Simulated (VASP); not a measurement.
# LiC18 in VASP: further runs

LiC18 is run at these levels: PBEsol; tasks: single point.

Everything below comes from runs of VASP 6.6.1. Logs are shortened: lines on timing, memory, paths and dates and some standing lists are left out, and cuts for length are marked.

## Step 1: The cell of the first run

The cell holds a slab with vacuum, 19 atoms: a = 7.398 Å, b = 7.398 Å, c = 13.000 Å, α = 90.00°, β = 90.00°, γ = 120.00°.

## Step 2: Single point, PBEsol, collinear spin, zero start

Contents of INCAR:

```
PREC = Accurate
ENCUT = 520
EDIFF = 1E-6
ISMEAR = 0
SIGMA = 0.02
LREAL = Auto
LASPH = True
NELM = 150
ALGO = Normal
ISIF = 2
LWAVE = False
LCHARG = False
ISPIN = 2
MAGMOM = 0 0 0 0 0 0 0 0 0 0 0 0 0 0 0 0 0 0 0
LORBIT = 11
GGA = PS
NBANDS = 56
```

Contents of KPOINTS:

```
Automatic mesh
0
Gamma
  2 2 1
```

Contents of POSCAR:

```
LiC18
1.0
    7.3980000000      0.0000000000      0.0000000000
   -3.6990000000      6.4068560000      0.0000000000
    0.0000000000      0.0000000000     13.0000000000
C Li
18 1
Direct
   -0.0012662917     -0.0042254735      0.0782829231
    0.2205562261      0.1063376483      0.0792761538
   -0.0021526240      0.3287390883      0.0783916154
    0.2200771927      0.4399362183      0.0775073846
   -0.0016078251      0.6622969207      0.0779210000
    0.2201645208      0.7741884631      0.0761059231
    0.3319686591     -0.0040102353      0.0774869231
    0.5541723781      0.1070909039      0.0774883077
    0.3316455369      0.3284813956      0.0796522308
    0.5544957614      0.4399060943      0.0796571538
    0.3312660237      0.6631973623      0.0735026154
    0.5548743525      0.7749993132      0.0735206923
    0.6659750665     -0.0029076664      0.0761175385
    0.8877472615      0.1069738418      0.0779257692
    0.6655837496      0.3288514679      0.0792763846
    0.8874060937      0.4401111871      0.0782786154
    0.6660618251      0.6629276513      0.0775263077
    0.8882908585      0.7739607383      0.0784015385
    0.4428843365      0.6048673484      0.2098352308
```

Potentials or basis: VASP PAW PBE potentials, release 64 (C, Li_sv).

Started as:

```bash
$ cat potpaw_PBE.64/C/POTCAR potpaw_PBE.64/Li_sv/POTCAR > POTCAR
$ mpirun -np 1 vasp_std > vasp.out
```

OUTCAR:

```text
PREC = Accurate
   ENCUT = 520
   EDIFF = 1E-6
   ISMEAR = 0
   LREAL = Auto
   LASPH = True
   NELM = 150
   ISIF = 2
   ISPIN = 2
   LORBIT = 11
   GGA = PS

 ion  position               nearest neighbor table
   1  0.999  0.996  0.078-  18 1.42   2 1.42  14 1.42
   2  0.221  0.106  0.079-   7 1.42   1 1.42   9 1.42
   3  0.998  0.329  0.078-  14 1.42  16 1.42   4 1.42
   4  0.220  0.440  0.078-   3 1.42   9 1.43  11 1.43  19 2.27
   5  0.998  0.662  0.078-  18 1.42   6 1.42  16 1.42
   6  0.220  0.774  0.076-   5 1.42   7 1.42  11 1.42
   7  0.332  0.996  0.077-   2 1.42   6 1.42   8 1.42
   8  0.554  0.107  0.077-  15 1.42  13 1.42   7 1.42
   9  0.332  0.328  0.080-   2 1.42  10 1.43   4 1.43
  10  0.554  0.440  0.080-  15 1.42   9 1.43  17 1.43
  11  0.331  0.663  0.074-   6 1.42   4 1.43  12 1.43  19 2.09
  12  0.555  0.775  0.074-  13 1.42  17 1.43  11 1.43  19 2.09
  13  0.666  0.997  0.076-  14 1.42   8 1.42  12 1.42
  14  0.888  0.107  0.078-   3 1.42  13 1.42   1 1.42
  15  0.666  0.329  0.079-   8 1.42  16 1.42  10 1.42
  16  0.887  0.440  0.078-   3 1.42  15 1.42   5 1.42
  17  0.666  0.663  0.078-  18 1.42  10 1.43  12 1.43  19 2.27
  18  0.888  0.774  0.078-   5 1.42   1 1.42  17 1.42
  19  0.443  0.605  0.210-  11 2.09  12 2.09   4 2.27  17 2.27

  LATTYP: Found a hexagonal cell.
 ALAT       =     7.3980000000
 C/A-ratio  =     1.7572316842

  Lattice vectors:

 A1 = (   7.3980000000,   0.0000000000,   0.0000000000)
 A2 = (  -3.6990000000,   6.4068560000,   0.0000000000)
 A3 = (   0.0000000000,   0.0000000000,  13.0000000000)

Analysis of symmetry for initial positions (statically):
=====================================================================
 Subroutine PRICEL returns:
 Original cell was already a primitive cell.

 Routine SETGRP: Setting up the symmetry group for a
 hexagonal supercell.

 Subroutine GETGRP returns: Found  1 space group operations
 (whereof  1 operations were pure point group operations)
 out of a pool of 24 trial point group operations.

The static configuration has the point symmetry C_1 .

Analysis of symmetry for dynamics (positions and initial velocities):
=====================================================================
 Subroutine PRICEL returns:
 Original cell was already a primitive cell.

 Routine SETGRP: Setting up the symmetry group for a
 hexagonal supercell.

 Subroutine GETGRP returns: Found  1 space group operations
 (whereof  1 operations were pure point group operations)
 out of a pool of 24 trial point group operations.

The dynamic configuration has the point symmetry C_1 .

Analysis of structural, dynamic, and magnetic symmetry:
=====================================================================
 Subroutine PRICEL returns:
 Original cell was already a primitive cell.

 Routine SETGRP: Setting up the symmetry group for a
 hexagonal supercell.

 Subroutine GETGRP returns: Found  1 space group operations
 (whereof  1 operations were pure point group operations)
 out of a pool of 24 trial point group operations.

The overall configuration has the point symmetry C_1 .

 Subroutine INISYM returns: Found  1 space group operations
 (whereof  1 operations are pure point group operations),
 and found     1 'primitive' translations

----------------------------------------------------------------------------------------

                                     Primitive cell

  volume of cell :     616.1730

  direct lattice vectors                    reciprocal lattice vectors
     7.398000000  0.000000000  0.000000000     0.135171668  0.078041398  0.000000000
    -3.699000000  6.406856000  0.000000000     0.000000000  0.156082796  0.000000000
     0.000000000  0.000000000 13.000000000     0.000000000  0.000000000  0.076923077

  length of vectors
     7.398000000  7.398000054 13.000000000     0.156082797  0.156082796  0.076923077

  position of ions in fractional coordinates (direct lattice)
     0.998733708  0.995774526  0.078282923
     0.220556226  0.106337648  0.079276154
     0.997847376  0.328739088  0.078391615
     0.220077193  0.439936218  0.077507385
     0.998392175  0.662296921  0.077921000
     0.220164521  0.774188463  0.076105923
[... 11 lines left out ...]
     0.888290858  0.773960738  0.078401539
     0.442884337  0.604867348  0.209835231

  ion indices of the primitive-cell ions
   primitive index   ion index
                 1           1
                 2           2
                 3           3
                 4           4
                 5           5
                 6           6
[... 11 lines left out ...]
                18          18
                19          19

----------------------------------------------------------------------------------------

 KPOINTS: Automatic mesh

Automatic generation of k-mesh.
 Grid dimensions read from file:
 generate k-points for:    2    2    1

 Generating k-lattice:

  Cartesian coordinates                     Fractional coordinates (reciprocal lattice)
     0.067585834  0.039020699  0.000000000     0.500000000 -0.000000000  0.000000000
     0.000000000  0.078041398  0.000000000     0.000000000  0.500000000  0.000000000
     0.000000000  0.000000000  0.076923077     0.000000000  0.000000000  1.000000000

  Length of vectors
     0.078041399  0.078041398  0.076923077

  Shift w.r.t. Gamma in fractional coordinates (k-lattice)
     0.000000000  0.000000000  0.000000000

 Subroutine IBZKPT returns following result:
 ===========================================

 Found      4 irreducible k-points:

 Following reciprocal coordinates:
            Coordinates               Weight
  0.000000  0.000000  0.000000      1.000000
  0.500000  0.000000  0.000000      1.000000
  0.000000  0.500000  0.000000      1.000000
  0.500000  0.500000  0.000000      1.000000
   k-points           NKPTS =      4   k-points in BZ     NKDIM =      4   number of bands    NBANDS=     56
   number of dos      NEDOS =    301   number of ions     NIONS =     19
   total plane-waves  NPLWV = 307328
   dimension x,y,z NGX =    56 NGY =   56 NGZ =   98
   dimension x,y,z NGXF=   112 NGYF=  112 NGZF=  196
   ions per type =              18   1
   NGX,Y,Z   is equivalent  to a cutoff of  12.58, 12.58, 12.53 a.u.
   NGXF,Y,Z  is equivalent  to a cutoff of  25.17, 25.17, 25.06 a.u.
 SYSTEM =  unknown system
   PREC   = accura    normal or accurate (medium, high low for compatibility)
   ISTART =      0    job   : 0-new  1-cont  2-samecut
   ICHARG =      2    charge: 1-file 2-atom 10-const
   ISPIN  =      2    spin polarized calculation?
   LNONCOLLINEAR =      F non collinear calculations
   LSORBIT =      F    spin-orbit coupling
   LASPH  =      T    aspherical Exc in radial PAW
   ENCUT  =  520.0 eV  38.22 Ry    6.18 a.u.  13.76 13.76 24.17*2*pi/ulx,y,z
   NELM   =    150;   NELMIN=  2; NELMDL= -5     # of ELM steps
   EDIFF  = 0.1E-05   stopping-criterion for ELM
   LREAL  =      T    real-space projection
   EDIFFG = 0.1E-04   stopping-criterion for IOM
   NSW    =      0    number of steps for IOM
   IBRION =     -1    ionic relax: 0-MD 1-quasi-New 2-CG
   NFREE  =      0    steps in history (QN), initial steepest desc. (CG)
   ISIF   =      2    stress and relaxation
   ISYM   =      2    0-nonsym 1-usesym 2-fastsym
   POTIM  = 0.5000    time-step for ionic-motion
   TEBEG  =    0.0;   TEEND  =   0.0 temperature during run
   PSTRESS=    0.0 pullay stress
   NELECT =      75.0000    total number of electrons
   NUPDOWN=      -1.0000    fix difference up-down
   EMIN   =  10.00;   EMAX   =-10.00  energy-range for DOS
   EFERMI =   0.00;   METHOD = LEGACY
   ISMEAR =     0;   SIGMA  =   0.02  broadening in eV -4-tet -1-fermi 0-gaus
   EFERMI_NEDOS =   21; number of points for ismear=-14 and -15
   IALGO  =     38    algorithm
   IMIX   =      4    mixing-type and parameters
     AMIX     =   0.40;   BMIX     =  1.00
     AMIX_MAG =   1.60;   BMIX_MAG =  1.00
  volume/ion in A,a.u.               =      32.43       218.85
  Fermi-wavevector in a.u.,A,eV,Ry     =   0.811324  1.533180  8.955991  0.658247
  Thomas-Fermi vector in A             =   1.920663
   LORBIT       =     11    0 simple, 1 ext, 2 COOP (PROOUT), +10 PAW based schemes
   GGA     = PS    functional components
   LHFCALC =     F    Hartree Fock is set to
   AEXX    =    0.0000 exact exchange contribution
   IVDW    =     0    specifies the selected vdW correction
   LEPSILON=     F    determine dielectric tensor
   LRPA    =     F    only Hartree local field effects (RPA)
 spin polarized calculation
 Gauss-broadening in eV      SIGMA  =   0.02
  energy-cutoff  :      520.00
  volume of cell :      616.17
 maximum number of plane-waves:     16651
 NGX is ok and might be reduce to    56
   NGX = 27   NGY = 27   NGZ = 49

 number of electron      74.9999996 magnetization      -0.0000000

 number of electron      74.9999996 magnetization       0.0000000

 Free energy of the ion-electron system (eV)
  ---------------------------------------------------
  ext. energy  EPLUGINS =         0.00000000
  ---------------------------------------------------
  free energy    TOTEN  =      -175.31512025 eV

  energy without entropy =     -175.31512025  energy(sigma->0) =     -175.31512025

 E-fermi :  -0.9204     XC(G=0):  -3.4164

 val. band max:       -1.0900253409   @ k =   0.0000   0.0000   0.0000
 cond. band min:       0.4410938295   @ k =   0.5000   0.5000   0.0000
 fundamental gap:      1.5311191704
 Fermi energy:        -0.9204012469

 spin component 1

 k-point     1 :       0.0000    0.0000    0.0000
  band No.  band energies     occupation
      1     -48.8830      1.00000
      2     -20.5275      1.00000
      3     -18.1011      1.00000
      4     -17.9819      1.00000
      5     -17.9808      1.00000
      6     -17.8296      1.00000
[... 41 lines left out ...]
     48       3.7456      0.00000
     49       3.8961      0.00000
[... 154 lines left out ...]
     48       3.6408      0.00000
     49       3.7859      0.00000
 Fermi energy:        -0.9204012469

 spin component 2

 k-point     1 :       0.0000    0.0000    0.0000
  band No.  band energies     occupation
      1     -48.8830      1.00000
      2     -20.5275      1.00000
      3     -18.1011      1.00000
      4     -17.9819      1.00000
      5     -17.9808      1.00000
      6     -17.8296      1.00000
[... 41 lines left out ...]
     48       3.7456      0.00000
     49       3.8961      0.00000
[... 154 lines left out ...]
     48       3.6399      0.00000
     49       3.7854      0.00000
 [bands above 49 left out]

------------------------ aborting loop because EDIFF is reached ----------------------------------------

  FORCE on cell =-STRESS in cart. coord.  units (eV):
  Direction    XX          YY          ZZ          XY          YZ          ZX
  --------------------------------------------------------------------------------------
  -------------------------------------------------------------------------------------
  Total        2.0144600      1.9824455     -0.3203212      0.0211949     -0.6409927      0.3750996
  in kB        5.2380133      5.1547689     -0.8329015      0.0551111     -1.6667139      0.9753366
  external PRESSURE =       3.1866269 kB  Pullay stress =       0.0000000 kB

 VOLUME and BASIS-vectors are now :
 -----------------------------------------------------------------------------
  energy-cutoff  :      520.00
  volume of cell :      616.17
      direct lattice vectors                 reciprocal lattice vectors
     7.398000000  0.000000000  0.000000000     0.135171668  0.078041398  0.000000000
    -3.699000000  6.406856000  0.000000000     0.000000000  0.156082796  0.000000000
     0.000000000  0.000000000 13.000000000     0.000000000  0.000000000  0.076923077

 POSITION                                       TOTAL-FORCE (eV/Angst)
 -----------------------------------------------------------------------------------
      3.70526      6.37978      1.01768        -0.009593      0.025931     -0.004076
      1.23833      0.68129      1.03059        -0.011013      0.029839      0.001536
      6.16607      2.10618      1.01909        -0.007639      0.026295     -0.002361
      0.00081      2.81861      1.00760        -0.017163      0.017469      0.000862
      4.93627      4.24324      1.01297        -0.010153      0.020997     -0.003157
     -1.23495      4.96011      0.98938        -0.005572      0.016086      0.002000
[... 11 lines left out ...]
      3.70870      4.95865      1.01922        -0.011511      0.021212     -0.002295
      1.03905      3.87530      2.72786         0.220051     -0.376629     -0.053114
 -----------------------------------------------------------------------------------
    total drift:                                0.008147     -0.012883     -0.021313

  FREE ENERGIE OF THE ION-ELECTRON SYSTEM (eV)
  ---------------------------------------------------
  free  energy   TOTEN  =      -175.3151202528 eV

  energy  without entropy=     -175.3151202528  energy(sigma->0) =     -175.31512025

 total charge

# of ion       s       p       d       tot
------------------------------------------
    1        0.857   1.791   0.000   2.647
    2        0.856   1.795   0.000   2.651
    3        0.856   1.794   0.000   2.650
    4        0.853   1.792   0.000   2.646
    5        0.856   1.793   0.000   2.649
    6        0.856   1.794   0.000   2.650
[... 11 lines left out ...]
   18        0.856   1.794   0.000   2.650
   19        2.008   0.057   0.000   2.065
--------------------------------------------------
tot         17.404  32.337   0.000  49.741

 magnetization (x)

# of ion       s       p       d       tot
------------------------------------------
    1       -0.000  -0.000   0.000  -0.000
    2       -0.000  -0.000   0.000  -0.000
    3       -0.000   0.000   0.000   0.000
    4        0.000  -0.000   0.000  -0.000
    5       -0.000  -0.000   0.000  -0.000
    6        0.000   0.000   0.000   0.000
[... 11 lines left out ...]
   18       -0.000  -0.000   0.000  -0.000
   19        0.000   0.000   0.000   0.000
--------------------------------------------------
tot         -0.000  -0.000   0.000  -0.000
```

Wall time 15 min (1 thread of AMD EPYC 7R13 (Zen 3), shared host); peak memory 0.88 GiB.

Results:

- Free energy: -175.3151 eV
- Largest force: 0.439 eV/Å
- Net moment: 0.00 μB per cell
- Valence electrons inside the program's atomic spheres: C 2.65, 2.64 (each value once); Li 2.06

Forces in eV/Å, atoms in the order of the input:
```
C   -0.010  0.026 -0.004
C   -0.011  0.030  0.002
C   -0.008  0.026 -0.002
C   -0.017  0.017  0.001
C   -0.010  0.021 -0.003
C   -0.006  0.016  0.002
C   -0.010  0.021  0.006
C   -0.012  0.019 -0.001
C   -0.016  0.022  0.007
C   -0.016  0.014  0.009
C   -0.020  0.017  0.021
C   -0.020  0.026  0.018
C   -0.012  0.023  0.001
C   -0.007  0.023 -0.003
C   -0.012  0.014  0.004
C   -0.010  0.022  0.002
C   -0.013  0.019 -0.003
C   -0.012  0.021 -0.002
Li   0.220 -0.377 -0.053
```

Caveat: the k points lie up to 0.49 Å⁻¹ apart; the cutoff is under 1.25 times the usual one of these potentials, so pressure, stress and relaxed cells hold a basis-set (Pulay) error; there is no dipole correction, which matters where the two faces differ; no moment was typed at the start, so none could form; the PAW data sets were made with another functional, which shifts forces and pressure a little.

## Step 3: Single point, PBEsol, collinear spin, zero start

Contents of INCAR:

```
  ALGO = Normal
  EDIFF = 1E-6
  ENCUT = 520
  GGA = PS
  ISIF = 2
  ISMEAR = 0
  ISPIN = 2
  LASPH = T
  LCHARG = T
  LELF = T
  LORBIT = 11
  LREAL = Auto
  LVHAR = T
  LWAVE = F
  MAGMOM = 0 0 0 0 0 0 0 0 0 0 0 0 0 0 0 0 0 0 0
  NBANDS = 56
  NELM = 150
  PREC = Accurate
  SIGMA = 0.02
```

Contents of KPOINTS:

```
k-points
0
Gamma
  2 2 1
```

Contents of POSCAR:

```
LiC18
1.0
    7.3980000000      0.0000000000      0.0000000000
   -3.6990000000      6.4068560000      0.0000000000
    0.0000000000      0.0000000000     13.0000000000
C Li
18 1
Direct
   -0.0012755125     -0.0042198545      0.0781837692
    0.2206501176      0.1066022086      0.0789381538
   -0.0018996399      0.3288936102      0.0784768462
    0.2204255871      0.4398795603      0.0772704615
   -0.0017311484      0.6622689819      0.0780463077
    0.2202039669      0.7741235327      0.0758466923
    0.3319791642     -0.0038745993      0.0773425385
    0.5541759309      0.1072226377      0.0773433846
    0.3318418612      0.3285599052      0.0790195385
    0.5543144710      0.4397957438      0.0790213077
    0.3312028481      0.6628222954      0.0717920000
    0.5549524834      0.7746946396      0.0718210000
    0.6659496391     -0.0030047499      0.0758610769
    0.8878834587      0.1070759199      0.0780531538
    0.6655032840      0.3290284658      0.0789347692
    0.8874284673      0.4401324144      0.0781786923
    0.6657285731      0.6625293280      0.0772860769
    0.8880512691      0.7738689616      0.0784843077
    0.4427581681      0.6608785963      0.2162541538
```

Potentials or basis: VASP PAW PBE potentials, release 64 (C, Li_sv).

Started as:

```bash
$ cat potpaw_PBE.64/C/POTCAR potpaw_PBE.64/Li_sv/POTCAR > POTCAR
$ mpirun -np 1 vasp_std > vasp.out
```

Wall time 14 min (1 thread of AMD EPYC 7R13 (Zen 3), shared host); peak memory 0.87 GiB.

It converged, with:

```
Free energy                                           : -175.1315 eV
Largest force                                         : 0.362 eV/Å
Net moment                                            : 0.00 μB per cell
Valence electrons inside the program's atomic spheres : C 2.65, 2.64, 2.66 (each value once); Li 2.06
```

Forces on the atoms (eV/Å):
```
C   -0.007  0.023 -0.003
C   -0.011  0.020 -0.001
C   -0.003  0.025  0.000
C   -0.013  0.015  0.009
C   -0.006  0.014 -0.003
C   -0.008  0.014 -0.010
C   -0.008  0.016  0.000
C   -0.011  0.013 -0.009
C   -0.018  0.021  0.016
C   -0.017  0.014  0.018
C   -0.019  0.019 -0.013
C   -0.011  0.022 -0.013
C   -0.008  0.020 -0.011
C   -0.005  0.018 -0.002
C   -0.010  0.011 -0.003
C   -0.008  0.018  0.002
C   -0.010  0.016  0.007
C   -0.011  0.015  0.001
Li   0.184 -0.311  0.015
```

Levels at points of the mesh, in eV from the Fermi level:
Spin up:
```tsv
k point	band 34	band 35	band 36	band 37	band 38	band 39	band 40	band 41
(0.00, 0.00, 0.00)	-3.08	-3.07	-0.34	-0.32	-0.20	-0.19	1.20	3.24
(0.50, 0.00, 0.00)	-3.01	-2.90	-2.82	-2.54	1.28	1.62	2.06	2.12
(0.00, 0.50, 0.00)	-3.02	-2.86	-2.84	-2.53	1.26	1.54	2.07	2.24
(0.50, 0.50, 0.00)	-3.02	-2.86	-2.84	-2.53	1.26	1.54	2.07	2.24
```
Spin down:
```
           k point  band 33  band 34  band 35  band 36  band 37  band 38  band 39  band 40  band 41  band 42
(0.00, 0.00, 0.00)    -4.72    -3.08    -3.07    -0.34    -0.32    -0.20    -0.19     1.20     3.24     3.57
(0.50, 0.00, 0.00)    -3.10    -3.01    -2.90    -2.82    -2.54     1.28     1.62     2.06     2.12     2.33
(0.00, 0.50, 0.00)    -3.10    -3.02    -2.86    -2.84    -2.53     1.26     1.54     2.07     2.24     2.32
(0.50, 0.50, 0.00)    -3.10    -3.02    -2.86    -2.84    -2.53     1.26     1.54     2.07     2.24     2.32
```

Caveat: the k points lie up to 0.49 Å⁻¹ apart; the cutoff is under 1.25 times the usual one of these potentials, so pressure, stress and relaxed cells hold a basis-set (Pulay) error; there is no dipole correction, which matters where the two faces differ; no moment was typed at the start, so none could form; the PAW data sets were made with another functional, which shifts forces and pressure a little.
